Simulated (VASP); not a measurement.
# Cd: single point with PBE

Cd:

```
CELL_PARAMETERS angstrom
0.00000 3.34022 3.34022
3.34022 0.00000 3.34022
3.34022 3.34022 0.00000
ATOMIC_POSITIONS crystal
Cd 0.12500 0.12500 0.12500
Cd 0.87500 0.87500 0.87500
```

- Program: VASP 6.6.1
- Task: single point
- Functional: PBE
- Potentials or basis: VASP PAW PBE potentials, release 64 (Cd)
- Cutoff: 520 eV
- k mesh: 13 × 13 × 13
- Occupations: fermi-dirac, width 0.1 eV
- Spin: no spin polarisation

- Pressure: 0.2 GPa
- Band gap on the k mesh: zero (band 12 reaches 4.36 eV, above the bottom of band 13 at -0.25 eV)

Levels at points of the mesh, in eV from the Fermi level:
| k point | band 9 | band 10 | band 11 | band 12 | band 13 | band 14 | band 15 | band 16 |
| --- | --- | --- | --- | --- | --- | --- | --- | --- |
| (0.00, 0.00, 0.00) | -8.30 | -8.30 | -6.31 | 4.25 | 4.25 | 4.25 | 4.79 | 5.46 |

Run time: 65 s on 1 thread of Intel Xeon 6975P-C, with other jobs on the host, peak memory 0.26 GiB.
